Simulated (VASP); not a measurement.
# Mg (Im-3m) in VASP: single point with PBE

Aim: the single point of Mg with PBE.

All numbers are computed with VASP 6.6.1; they aren't measurements. Logs are shortened: lines on timing, memory, paths and dates and some standing lists are left out, and cuts for length are marked.

## (1) The cell of the first run

The structure is cubic, space group Im-3m (No. 229). Conventional cell: a = 3.576 Å, b = 3.576 Å, c = 3.576 Å, α = 90.00°, β = 90.00°, γ = 90.00°. Mg (site symmetry m-3m) has 14 Mg at 3.10 to 3.58 Å within 4.1 Å.

## (2) Single point, PBE

INCAR

```
SYSTEM = Mg
ALGO = Normal
EDIFF = 1E-6
ENCUT = 520
GGA = PE
ISIF = 2
ISMEAR = -1
LASPH = .TRUE.
LCHARG = .FALSE.
LREAL = .FALSE.
LWAVE = .FALSE.
NBANDS = 7
NELM = 100
PREC = Accurate
SIGMA = 0.13605693000000002
```

KPOINTS

```
k-points
0
G
  13 13 13
  0 0 0
```

POSCAR

```
Mg
1.0
   -1.7881422212      1.7881422212      1.7881422212
    1.7881422212     -1.7881422212      1.7881422212
    1.7881422212      1.7881422212     -1.7881422212
Mg
1
Direct
    0.0000000000      0.0000000000      0.0000000000
```

Potentials or basis: VASP PAW PBE potentials, release 64 (Mg).

The run is started by

```bash
$ cat potpaw_PBE.64/Mg/POTCAR > POTCAR
$ mpirun -np 1 vasp_std > vasp.out
```

OUTCAR:

```text
SYSTEM = Mg
   EDIFF = 1E-6
   ENCUT = 520
   GGA = PE
   ISIF = 2
   ISMEAR = -1
   LASPH = .TRUE.
   LREAL = .FALSE.
   NELM = 100
   PREC = Accurate

 ion  position               nearest neighbor table
   1  0.000  0.000  0.000-

  LATTYP: Found a body centered cubic cell.
 ALAT       =     3.5762844424

  Lattice vectors:

 A1 = (  -1.7881422212,   1.7881422212,   1.7881422212)
 A2 = (   1.7881422212,  -1.7881422212,   1.7881422212)
 A3 = (   1.7881422212,   1.7881422212,  -1.7881422212)

Analysis of symmetry for initial positions (statically):
=====================================================================
 Subroutine PRICEL returns:
 Original cell was already a primitive cell.

 Routine SETGRP: Setting up the symmetry group for a
 body centered cubic supercell.

 Subroutine GETGRP returns: Found 48 space group operations
 (whereof 48 operations were pure point group operations)
 out of a pool of 48 trial point group operations.

The static configuration has the point symmetry O_h .

Analysis of symmetry for dynamics (positions and initial velocities):
=====================================================================
 Subroutine PRICEL returns:
 Original cell was already a primitive cell.

 Routine SETGRP: Setting up the symmetry group for a
 body centered cubic supercell.

 Subroutine GETGRP returns: Found 48 space group operations
 (whereof 48 operations were pure point group operations)
 out of a pool of 48 trial point group operations.

The dynamic configuration has the point symmetry O_h .

 Subroutine INISYM returns: Found 48 space group operations
 (whereof 48 operations are pure point group operations),
 and found     1 'primitive' translations

----------------------------------------------------------------------------------------

                                     Primitive cell

  volume of cell :      22.8700

  direct lattice vectors                    reciprocal lattice vectors
    -1.788142221  1.788142221  1.788142221     0.000000000  0.279619817  0.279619817
     1.788142221 -1.788142221  1.788142221     0.279619817  0.000000000  0.279619817
     1.788142221  1.788142221 -1.788142221     0.279619817  0.279619817  0.000000000

  length of vectors
     3.097153178  3.097153178  3.097153178     0.395442137  0.395442137  0.395442137

  position of ions in fractional coordinates (direct lattice)
     0.000000000  0.000000000  0.000000000

  ion indices of the primitive-cell ions
   primitive index   ion index
                 1           1

----------------------------------------------------------------------------------------

 KPOINTS: k-points

Automatic generation of k-mesh.
 Grid dimensions read from file:
 generate k-points for:   13   13   13

 Generating k-lattice:

  Cartesian coordinates                     Fractional coordinates (reciprocal lattice)
     0.000000000  0.021509217  0.021509217     0.076923077  0.000000000  0.000000000
     0.021509217  0.000000000  0.021509217     0.000000000  0.076923077  0.000000000
     0.021509217  0.021509217  0.000000000     0.000000000  0.000000000  0.076923077

  Length of vectors
     0.030418626  0.030418626  0.030418626

  Shift w.r.t. Gamma in fractional coordinates (k-lattice)
     0.000000000  0.000000000  0.000000000

 Subroutine IBZKPT returns following result:
 ===========================================

 Found     84 irreducible k-points:

 Following reciprocal coordinates:
            Coordinates               Weight
  0.000000  0.000000  0.000000      1.000000
  0.076923  0.000000  0.000000     12.000000
  0.153846  0.000000  0.000000     12.000000
  0.230769  0.000000  0.000000     12.000000
  0.307692  0.000000  0.000000     12.000000
  0.384615  0.000000  0.000000     12.000000
[... 16 lines left out ...]
  0.153846  0.076923  0.076923     24.000000
  0.230769  0.076923  0.076923     24.000000
 [... further k-points ...]
   k-points           NKPTS =     84   k-points in BZ     NKDIM =     84   number of bands    NBANDS=      7
   number of dos      NEDOS =    301   number of ions     NIONS =      1
   total plane-waves  NPLWV =  13824
   dimension x,y,z NGX =    24 NGY =   24 NGZ =   24
   dimension x,y,z NGXF=    48 NGYF=   48 NGZF=   48
   ions per type =               1
   NGX,Y,Z   is equivalent  to a cutoff of  12.88, 12.88, 12.88 a.u.
   NGXF,Y,Z  is equivalent  to a cutoff of  25.76, 25.76, 25.76 a.u.
 SYSTEM =  Mg
   PREC   = accura    normal or accurate (medium, high low for compatibility)
   ISTART =      0    job   : 0-new  1-cont  2-samecut
   ICHARG =      2    charge: 1-file 2-atom 10-const
   ISPIN  =      1    spin polarized calculation?
   LNONCOLLINEAR =      F non collinear calculations
   LSORBIT =      F    spin-orbit coupling
   LASPH  =      T    aspherical Exc in radial PAW
   ENCUT  =  520.0 eV  38.22 Ry    6.18 a.u.   5.76  5.76  5.76*2*pi/ulx,y,z
   NELM   =    100;   NELMIN=  2; NELMDL= -5     # of ELM steps
   EDIFF  = 0.1E-05   stopping-criterion for ELM
   LREAL  =      F    real-space projection
   EDIFFG = 0.1E-04   stopping-criterion for IOM
   NSW    =      0    number of steps for IOM
   IBRION =     -1    ionic relax: 0-MD 1-quasi-New 2-CG
   NFREE  =      0    steps in history (QN), initial steepest desc. (CG)
   ISIF   =      2    stress and relaxation
   ISYM   =      2    0-nonsym 1-usesym 2-fastsym
   POTIM  = 0.5000    time-step for ionic-motion
   TEBEG  =    0.0;   TEEND  =   0.0 temperature during run
   PSTRESS=    0.0 pullay stress
   NELECT =       2.0000    total number of electrons
   NUPDOWN=      -1.0000    fix difference up-down
   EMIN   =  10.00;   EMAX   =-10.00  energy-range for DOS
   EFERMI =   0.00;   METHOD = LEGACY
   ISMEAR =    -1;   SIGMA  =   0.14  broadening in eV -4-tet -1-fermi 0-gaus
   EFERMI_NEDOS =   21; number of points for ismear=-14 and -15
   IALGO  =     38    algorithm
   IMIX   =      4    mixing-type and parameters
     AMIX     =   0.40;   BMIX     =  1.00
     AMIX_MAG =   1.60;   BMIX_MAG =  1.00
  volume/ion in A,a.u.               =      22.87       154.33
  Fermi-wavevector in a.u.,A,eV,Ry     =   0.726657  1.373183  7.184289  0.528030
  Thomas-Fermi vector in A             =   1.817685
   LORBIT       =      0    0 simple, 1 ext, 2 COOP (PROOUT), +10 PAW based schemes
   GGA     = PE    functional components
   LHFCALC =     F    Hartree Fock is set to
   AEXX    =    0.0000 exact exchange contribution
   IVDW    =     0    specifies the selected vdW correction
   LEPSILON=     F    determine dielectric tensor
   LRPA    =     F    only Hartree local field effects (RPA)
 non-spin polarized calculation
  energy-cutoff  :      520.00
  volume of cell :       22.87
 maximum number of plane-waves:       631
   NGX = 11   NGY = 11   NGZ = 11

 number of electron       2.0000000 magnetization

 Free energy of the ion-electron system (eV)
  ---------------------------------------------------
  ext. energy  EPLUGINS =         0.00000000
  ---------------------------------------------------
  free energy    TOTEN  =        -1.48941093 eV

  energy without entropy =       -1.46007008  energy(sigma->0) =       -1.47474051

 E-fermi :   2.6961     XC(G=0):  -8.5061

 val. band max:        2.6745867565   @ k =  -0.4615   0.4615   0.3077
 cond. band min:       2.7980134197   @ k =   0.3846   0.1538   0.0000
 fundamental gap:      0.1234266633
 Fermi energy:         2.6960878645

 k-point     1 :       0.0000    0.0000    0.0000
  band No.  band energies     occupation
      1      -4.2910      2.00000
      2      15.7117      0.00000
      3      15.7117      0.00000
      4      15.7117      0.00000
      5      17.7316      0.00000
      6      17.7316      0.00000
      7      17.8317      0.00000

 k-point     2 :       0.0769    0.0000    0.0000
  band No.  band energies     occupation
      1      -4.1514      2.00000
      2      14.1559      0.00000
      3      15.0461      0.00000
      4      15.0836      0.00000
      5      16.5318      0.00000
      6      16.8493      0.00000
      7      18.0508      0.00000

 k-point     3 :       0.1538    0.0000    0.0000
  band No.  band energies     occupation
      1      -3.7337      2.00000
      2      11.5144      0.00000
      3      13.9290      0.00000
      4      14.1303      0.00000
      5      15.3429      0.00000
      6      16.2095      0.00000
      7      18.4708      0.00000

 k-point     4 :       0.2308    0.0000    0.0000
  band No.  band energies     occupation
      1      -3.0416      2.00000
      2       8.9268      0.00000
      3      12.9229      0.00000
      4      13.3086      0.00000
      5      14.3756      0.00000
      6      15.5315      0.00000
      7      19.1825      0.00000

 k-point     5 :       0.3077    0.0000    0.0000
  band No.  band energies     occupation
      1      -2.0810      2.00000
      2       6.5253      0.00000
      3      12.1402      0.00000
      4      12.6821      0.00000
      5      13.6483      0.00000
      6      14.9173      0.00000
      7      19.9250      0.00000

 k-point     6 :       0.3846    0.0000    0.0000
  band No.  band energies     occupation
      1      -0.8614      2.00000
      2       4.3413      0.00001
      3      11.6104      0.00000
      4      12.2630      0.00000
      5      13.1636      0.00000
      6      14.4630      0.00000
      7      20.8059      0.00000

 k-point     7 :       0.4615    0.0000    0.0000
  band No.  band energies     occupation
      1       0.5880      2.00000
      2       2.4091      1.78361
      3      11.3438      0.00000
      4      12.0534      0.00000
      5      12.9215      0.00000
      6      14.2237      0.00000
      7      21.6510      0.00000

 k-point     8 :       0.0769    0.0769    0.0000
  band No.  band energies     occupation
      1      -3.8727      2.00000
      2      12.7406      0.00000
      3      13.0992      0.00000
      4      14.4662      0.00000
      5      16.2151      0.00000
      6      16.6879      0.00000
      7      18.4094      0.00000

 k-point     9 :       0.1538    0.0769    0.0000
  band No.  band energies     occupation
      1      -3.3178      2.00000
      2      10.2594      0.00000
      3      11.8832      0.00000
      4      13.5459      0.00000
      5      15.4812      0.00000
      6      16.6401      0.00000
      7      18.0918      0.00000

 k-point    10 :       0.2308    0.0769    0.0000
  band No.  band energies     occupation
      1      -2.4915      2.00000
      2       7.7816      0.00000
      3      11.0053      0.00000
      4      12.7697      0.00000
      5      14.6977      0.00000
      6      16.3444      0.00000
      7      18.3874      0.00000

 k-point    11 :       0.3077    0.0769    0.0000
  band No.  band energies     occupation
      1      -1.4011      2.00000
      2       5.4956      0.00000
      3      10.3738      0.00000
      4      12.2007      0.00000
      5      14.1008      0.00000
      6      15.9197      0.00000
      7      19.2086      0.00000
[... 51 lines left out ...]
 k-point    17 :       0.3846    0.1538    0.0000
  band No.  band energies     occupation
      1       0.9810      1.99999
      2       2.7980      0.64202
      3       7.8561      0.00000
      4      11.3107      0.00000
      5      14.7008      0.00000
      6      17.7462      0.00000
      7      19.6697      0.00000

 k-point    18 :       0.2308    0.2308    0.0000
  band No.  band energies     occupation
      1      -0.5924      2.00000
      2       5.8780      0.00000
      3       6.7335      0.00000
      4      11.4374      0.00000
      5      15.9756      0.00000
      6      16.8911      0.00000
      7      20.7496      0.00000

 k-point    19 :       0.3077    0.2308    0.0000
  band No.  band energies     occupation
      1       0.7330      2.00000
      2       4.1498      0.00005
      3       6.0368      0.00000
      4      11.0762      0.00000
      5      15.9669      0.00000
      6      17.7029      0.00000
      7      20.0801      0.00000

 k-point    20 :       0.3846    0.2308    0.0000
  band No.  band energies     occupation
      1       2.0381      1.98425
      2       2.6377      1.21122
      3       5.8759      0.00000
      4      10.9545      0.00000
      5      15.8903      0.00000
      6      18.7644      0.00000
      7      19.0795      0.00000

 k-point    21 :       0.3077    0.3077    0.0000
  band No.  band energies     occupation
      1       2.1310      1.96907
      2       3.5707      0.00322
      3       4.4848      0.00000
      4      10.8334      0.00000
      5      16.9982      0.00000
      6      17.6550      0.00000
      7      19.1227      0.00000

 k-point    22 :       0.0769    0.0769    0.0769
  band No.  band energies     occupation
      1      -3.4563      2.00000
      2      11.4986      0.00000
      3      11.4986      0.00000
      4      12.5007      0.00000
      5      17.5809      0.00000
      6      17.5809      0.00000
      7      18.6022      0.00000

 k-point    23 :       0.1538    0.0769    0.0769
  band No.  band energies     occupation
      1      -2.7662      2.00000
      2       9.1018      0.00000
      3      10.4759      0.00000
      4      11.4574      0.00000
      5      17.2191      0.00000
      6      17.5587      0.00000
      7      19.2912      0.00000

 k-point    24 :       0.2308    0.0769    0.0769
  band No.  band energies     occupation
      1      -1.8085      2.00000
      2       6.7494      0.00000
      3       9.7026      0.00000
      4      10.7319      0.00000
      5      16.5629      0.00000
      6      17.1545      0.00000
      7      20.1100      0.00000

 [... further k-points ...]
[... 5 lines left out ...]
  --------------------------------------------------------------------------------------
  -------------------------------------------------------------------------------------
  Total        0.0119200      0.0119200      0.0119200      0.0000000      0.0000000     -0.0000000
  in kB        0.8350690      0.8350690      0.8350690      0.0000000      0.0000000     -0.0000000
  external PRESSURE =       0.8350690 kB  Pullay stress =       0.0000000 kB

 VOLUME and BASIS-vectors are now :
 -----------------------------------------------------------------------------
  energy-cutoff  :      520.00
  volume of cell :       22.87
      direct lattice vectors                 reciprocal lattice vectors
    -1.788142221  1.788142221  1.788142221     0.000000000  0.279619817  0.279619817
     1.788142221 -1.788142221  1.788142221     0.279619817  0.000000000  0.279619817
     1.788142221  1.788142221 -1.788142221     0.279619817  0.279619817  0.000000000

 POSITION                                       TOTAL-FORCE (eV/Angst)
 -----------------------------------------------------------------------------------
      0.00000      0.00000      0.00000         0.000000     -0.000000      0.000000
 -----------------------------------------------------------------------------------
    total drift:                                0.000000      0.000000      0.000000

  FREE ENERGIE OF THE ION-ELECTRON SYSTEM (eV)
  ---------------------------------------------------
  free  energy   TOTEN  =        -1.4894109335 eV

  energy  without entropy=       -1.4600700824  energy(sigma->0) =       -1.47474051
```

Wall time 6.2 s (1 thread of Intel Xeon Platinum 8488C (Sapphire Rapids), shared host); peak memory 0.14 GiB.

What came out:

* Free energy: -1.4894 eV
* Pressure: 0.1 GPa
* Band gap on the k mesh: zero (band 1 reaches 5.19 eV, above the bottom of band 2 at 1.86 eV)

Levels at points of the mesh, in eV from the Fermi level:
```csv
k point,band 1,band 2,band 3,band 4,band 5,band 6
"(0.00, 0.00, 0.00)",-6.99,13.02,13.02,13.02,15.04,15.04
```
